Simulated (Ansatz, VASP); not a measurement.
## LaTlO2: VASP beside Ansatz

```
Tl O La
1.0
     3.78074    0.00000    0.00000
     0.00000    3.78074    0.00000
     0.00000    0.00000    5.03088
Tl O La
1 2 1
Direct
  0.00000 0.00000 0.00000
  0.00000 0.00000 0.50000
  0.50000 0.50000 0.00000
  0.50000 0.50000 0.50000
```

Alike in both runs: task single point; functional PBE; k mesh 8 × 8 × 6; occupations fermi-dirac, width 0.02 eV; no spin polarisation.

|  | VASP | Ansatz |
| --- | --- | --- |
| version | VASP 6.6.1 | Ansatz 0.2.0 |
| potentials or method | VASP PAW PBE potentials, release 64 (Tl_d, O, La) | plane waves, PAW |
| plane-wave cutoff (eV) | 520 | 420 |
| valence electrons in the cell | 36 | 36 |

```csv
,VASP,Ansatz,Ansatz less VASP
pressure (GPa),1.4,1.6,+0.15
```

With one functional, cell and mesh, what is left measures potentials, basis and numerics.

Spin-orbit coupling is off throughout.
